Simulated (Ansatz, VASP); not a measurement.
Sn: VASP beside Ansatz

File POSCAR:

```
Sn
1.0
   -1.8946518200      1.8946518200      1.8946518200
    1.8946518200     -1.8946518200      1.8946518200
    1.8946518200      1.8946518200     -1.8946518200
Sn
1
Direct
    0.0000000000      0.0000000000      0.0000000000
```

File INCAR.step1:

```
SYSTEM = Sn
  PREC = Accurate
  ENCUT = 520
  ISMEAR = 0
  SIGMA = 0.1
  LREAL = .FALSE.
  LASPH = .TRUE.
  NELM = 80
  NBANDS = 13
  GGA = PE
  ALGO = Normal
  EDIFF = 1E-4
  LWAVE = .TRUE.
  LCHARG = .FALSE.
```

File INCAR.step2:

```
SYSTEM = Sn
  PREC = Accurate
  ENCUT = 520
  EDIFF = 1E-7
  ISMEAR = 0
  SIGMA = 0.1
  LREAL = .FALSE.
  LASPH = .TRUE.
  NELM = 80
  ALGO = Normal
  ISIF = 2
  LWAVE = .FALSE.
  LCHARG = .FALSE.
  METAGGA = R2SCAN
  LMIXTAU = .TRUE.
  NBANDS = 13
  ISTART = 1
```

KPOINTS

```
Automatic mesh
0
G
  12 12 12
  0 0 0
```

Input for Ansatz:

```yaml
crystal:
  lattice:
    - [-1.89465182, 1.89465182, 1.89465182]
    - [1.89465182, -1.89465182, 1.89465182]
    - [1.89465182, 1.89465182, -1.89465182]
  atoms:
    - { symbol: Sn, position: [0.0, 0.0, 0.0] }
basis:
  ecutwfc: 650.0
kpoints:
  mp_grid:
    grid: [12, 12, 12]
    shift: [0.0, 0.0, 0.0]
hamiltonian:
  xc: r2scan
scf:
  occupations:
    method: gaussian
    width: 0.1
output:
  forces: true
  stress: true
```

Alike in both runs: task single point; functional r2SCAN; k mesh 12 × 12 × 12; occupations gaussian, width 0.1 eV; no spin polarisation.

```csv
,VASP,Ansatz
version,VASP 6.6.1,Ansatz 0.2.0
potentials or method,"VASP PAW PBE potentials, release 64 (Sn_d), cutoff 520 eV","plane waves, PAW"
valence electrons in the cell,14,14
```

```tsv
	VASP	Ansatz	Ansatz less VASP
pressure (GPa)	-0.7	-0.7	-0.01
```

VASP's potentials were made for PBE, not for r2SCAN.
